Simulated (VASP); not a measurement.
# ZnO (Fm-3m) in VASP: notebook, part 2 of 2

VASP 6.6.1. Earlier steps stand in the parts before.

**6. Single point, r2SCAN**

The input, POSCAR:

```
ZnO
1.0
    0.0000000000      2.1337703972      2.1337703972
    2.1337703972      0.0000000000      2.1337703972
    2.1337703972      2.1337703972      0.0000000000
Zn O
1 1
Direct
    0.0000000000      0.0000000000      0.0000000000
    0.5000000000      0.5000000000      0.5000000000
```

The input, INCAR.step1:

```
PREC = Accurate
ENCUT = 910
ISMEAR = 0
SIGMA = 0.01
LREAL = F
LASPH = T
NELM = 120
NBANDS = 16
GGA = PE
ALGO = Normal
EDIFF = 1E-5
LWAVE = T
LCHARG = F
GGA_COMPAT = F
```

The input, INCAR.step2:

```
PREC = Accurate
ENCUT = 910
EDIFF = 1E-6
ISMEAR = 0
SIGMA = 0.01
LREAL = F
LASPH = T
NELM = 120
ALGO = Normal
ISIF = 2
LWAVE = F
LCHARG = F
METAGGA = R2SCAN
LMIXTAU = T
NBANDS = 16
ISTART = 1
GGA_COMPAT = F
```

The input, KPOINTS:

```
regular mesh
0
Gamma
  10 10 10
```

Potentials or basis: VASP PAW PBE potentials, release 64 (Zn, O_h).

Started as:

```
cat potpaw_PBE.64/Zn/POTCAR potpaw_PBE.64/O_h/POTCAR > POTCAR
cp INCAR.step1 INCAR
mpirun -np 1 vasp_std > vasp.out
cp INCAR.step2 INCAR
mpirun -np 1 vasp_std > vasp.out
```

OUTCAR:

```text
PREC = Accurate
   ENCUT = 910
   EDIFF = 1E-6
   ISMEAR = 0
   LREAL = F
   LASPH = T
   NELM = 120
   ISIF = 2
   METAGGA = R2SCAN
   ISTART = 1

 ion  position               nearest neighbor table
   1  0.000  0.000  0.000-   2 2.13   2 2.13   2 2.13   2 2.13   2 2.13   2 2.13
   2  0.500  0.500  0.500-   1 2.13   1 2.13   1 2.13   1 2.13   1 2.13   1 2.13

  LATTYP: Found a face centered cubic cell.
 ALAT       =     4.2675407944

  Lattice vectors:

 A1 = (   0.0000000000,   2.1337703972,   2.1337703972)
 A2 = (   2.1337703972,   0.0000000000,   2.1337703972)
 A3 = (   2.1337703972,   2.1337703972,   0.0000000000)

Analysis of symmetry for initial positions (statically):
=====================================================================
 Subroutine PRICEL returns:
 Original cell was already a primitive cell.

 Routine SETGRP: Setting up the symmetry group for a
 face centered cubic supercell.

 Subroutine GETGRP returns: Found 48 space group operations
[... 156 lines left out ...]
 number of electron      18.0000004 magnetization

 Free energy of the ion-electron system (eV)
  ---------------------------------------------------
  ext. energy  EPLUGINS =         0.00000000
  ---------------------------------------------------
  free energy    TOTEN  =       -17.96193760 eV

  energy without entropy =      -17.96193760  energy(sigma->0) =      -17.96193760

 E-fermi :   3.0096     XC(G=0): -13.1311

 val. band max:        2.8475709963   @ k =   0.5000   0.0000   0.0000
 cond. band min:       4.3967461752   @ k =   0.0000   0.0000   0.0000
 fundamental gap:      1.5491751789
 Fermi energy:         3.0096357648

 k-point     1 :       0.0000    0.0000    0.0000
  band No.  band energies     occupation
      1     -16.7622      2.00000
      2      -2.0640      2.00000
      3      -2.0640      2.00000
      4      -2.0640      2.00000
      5      -1.8745      2.00000
      6      -1.8745      2.00000
[... 433 lines left out ...]
      3      -2.4697      2.00000
      4      -2.0727      2.00000
      5      -1.8346      2.00000
      6      -1.6287      2.00000
[... 8 lines left out ...]
     15      31.5837      0.00000
     16      32.0863      0.00000

 [... further k-points ...]
[... 5 lines left out ...]
  --------------------------------------------------------------------------------------
  -------------------------------------------------------------------------------------
  Total        0.1337028      0.1337028      0.1337028     -0.0000000      0.0000000     -0.0000000
  in kB       11.0249836     11.0249836     11.0249836     -0.0000000      0.0000000     -0.0000000
  external PRESSURE =      11.0249836 kB  Pullay stress =       0.0000000 kB

 VOLUME and BASIS-vectors are now :
 -----------------------------------------------------------------------------
  energy-cutoff  :      910.00
  volume of cell :       19.43
      direct lattice vectors                 reciprocal lattice vectors
     0.000000000  2.133770397  2.133770397    -0.234326993  0.234326993  0.234326993
     2.133770397  0.000000000  2.133770397     0.234326993 -0.234326993  0.234326993
     2.133770397  2.133770397  0.000000000     0.234326993  0.234326993 -0.234326993

 POSITION                                       TOTAL-FORCE (eV/Angst)
 -----------------------------------------------------------------------------------
      0.00000      0.00000      0.00000         0.000000      0.000000      0.000000
      2.13377      2.13377      2.13377        -0.000000     -0.000000      0.000000
 -----------------------------------------------------------------------------------
    total drift:                                0.000000      0.000000      0.000000

  FREE ENERGIE OF THE ION-ELECTRON SYSTEM (eV)
  ---------------------------------------------------
  free  energy   TOTEN  =       -17.9619376022 eV

  energy  without entropy=      -17.9619376022  energy(sigma->0) =      -17.96193760
```

OUTCAR.step1:

```text
PREC = Accurate
   ENCUT = 910
   ISMEAR = 0
   LREAL = F
   LASPH = T
[... 677 lines left out ...]
 -----------------------------------------------------------------------------------
      0.00000      0.00000      0.00000         0.000000      0.000000     -0.000000
      2.13377      2.13377      2.13377         0.000000      0.000000      0.000000
 -----------------------------------------------------------------------------------
    total drift:                                0.000000      0.000000      0.000000

  FREE ENERGIE OF THE ION-ELECTRON SYSTEM (eV)
  ---------------------------------------------------
  free  energy   TOTEN  =        -8.6116571045 eV

  energy  without entropy=       -8.6116571045  energy(sigma->0) =       -8.61165710
```

OSZICAR.step1:

```text
N       E                     dE             d eps       ncg     rms          rms(c)
DAV:   1     0.136181663847E+03    0.13618E+03   -0.13318E+04  1600   0.251E+03
DAV:   2     0.670911735548E+00   -0.13551E+03   -0.12102E+03  1752   0.400E+02
DAV:   3    -0.999172146478E+01   -0.10663E+02   -0.10555E+02  1680   0.999E+01
DAV:   4    -0.100864537950E+02   -0.94732E-01   -0.94697E-01  1872   0.974E+00
DAV:   5    -0.100867718949E+02   -0.31810E-03   -0.31810E-03  1792   0.582E-01    0.962E+00
DAV:   6    -0.863809597701E+01    0.14487E+01   -0.27533E+00  2376   0.493E+01    0.651E+00
DAV:   7    -0.862666452842E+01    0.11431E-01   -0.42306E-01  1800   0.112E+01    0.361E+00
DAV:   8    -0.861337126448E+01    0.13293E-01   -0.71760E-02  1616   0.281E+00    0.566E-01
DAV:   9    -0.861154658647E+01    0.18247E-02   -0.44685E-03  2384   0.111E+00    0.101E-01
DAV:  10    -0.861164979681E+01   -0.10321E-03   -0.10723E-03  1632   0.328E-01    0.618E-02
DAV:  11    -0.861165710454E+01   -0.73077E-05   -0.45319E-05  1880   0.119E-01
   1 F= -.86116571E+01 E0= -.86116571E+01  d E =-.360961-106
```

Wall time 75 s (1 thread of Intel Xeon 6975P-C (Granite Rapids), shared host); peak memory 0.19 GiB.

What came out:

- Free energy: -17.9619 eV
- Pressure: 1.1 GPa
- Band gap on the k mesh: 1.55 eV, indirect (least direct gap 2.99 eV)

Caveat: the cutoff is under 1.25 times the usual one of these potentials, so pressure, stress and relaxed cells hold a basis-set (Pulay) error; the PAW data sets were made with another functional, which shifts forces and pressure a little. r2SCAN opens gaps a little over a GGA but as a rule still falls short of measured ones.

**7. The runs side by side**

```csv
level,potentials or basis,cell,k mesh,cutoff (eV),smearing,second run,grid for exact exchange (PRECFOCK),screening parameter,gap on the mesh (eV),pressure (GPa)
PBEsol,"VASP PAW PBE potentials, release 64 (Zn, O_h)","a = 3.016 Å, angles 60.0°, 2 atoms",10 × 10 × 10,910,fermi-dirac 0.02 eV,hard_potentials,-,-,0.84,0.8
LDA,"VASP PAW LDA potentials, release 64 (Zn, O_h)","a = 2.979 Å, angles 60.0°, 2 atoms",10 × 10 × 10,910,fermi-dirac 0.02 eV,hard_potentials,-,-,1.11,1.2
HSE06,"VASP PAW PBE potentials, release 64 (Zn, O)","a = 3.022 Å, angles 60.0°, 2 atoms",6 × 6 × 6,520,fermi-dirac 0.02 eV,-,Normal,0.2079 1/Å,2.65,1.5
r2SCAN,"VASP PAW PBE potentials, release 64 (Zn, O_h)","a = 3.018 Å, angles 60.0°, 2 atoms",10 × 10 × 10,910,fermi-dirac 0.02 eV,hard_potentials,-,-,1.55,1.1
r2SCAN,"VASP PAW PBE potentials, release 64 (Zn, O_h)","a = 3.018 Å, angles 60.0°, 2 atoms",10 × 10 × 10,910,gaussian 0.01 eV,hard_potentials,-,-,1.55,1.1
```

Alike in all rows: task single point; no spin polarisation.

Caveats: some runs use coarse meshes; the cutoff is under 1.25 times the usual one of these potentials, so pressure, stress and relaxed cells hold a basis-set (Pulay) error (some runs); the PAW data sets were made with another functional, which shifts forces and pressure a little (some runs).

Total energies depend on the potentials used, so only differences within one code and one set of settings carry meaning.
